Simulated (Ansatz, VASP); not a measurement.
# Two plane-wave programs on BN

```
B N
1.0
     2.53600    0.00000    0.00000
    -1.26800    2.19624    0.00000
     0.00000    0.00000    4.19900
B N
2 2
Direct
  0.66667 0.33333 0.00000
  0.33333 0.66667 0.50000
  0.66667 0.33333 0.37500
  0.33333 0.66667 0.87500
```

Alike in both runs: task single point; functional BLYP; k mesh 8 × 8 × 5; no spin polarisation.

|  | VASP | Ansatz |
| --- | --- | --- |
| version | VASP 6.6.1 | Ansatz 0.2.0 |
| potentials or method | VASP PAW PBE potentials, release 64 (B, N) | plane waves, PAW |
| plane-wave cutoff (eV) | 520 | 420 |
| occupations | gaussian, width 0.01 eV | fixed |
| valence electrons in the cell | 16 | 16 |

```csv
,VASP,Ansatz,Ansatz less VASP
gap on the k mesh at the Fermi level (eV),5.91,5.92,+0.005
```

VASP's potentials were made for PBE, not for BLYP.
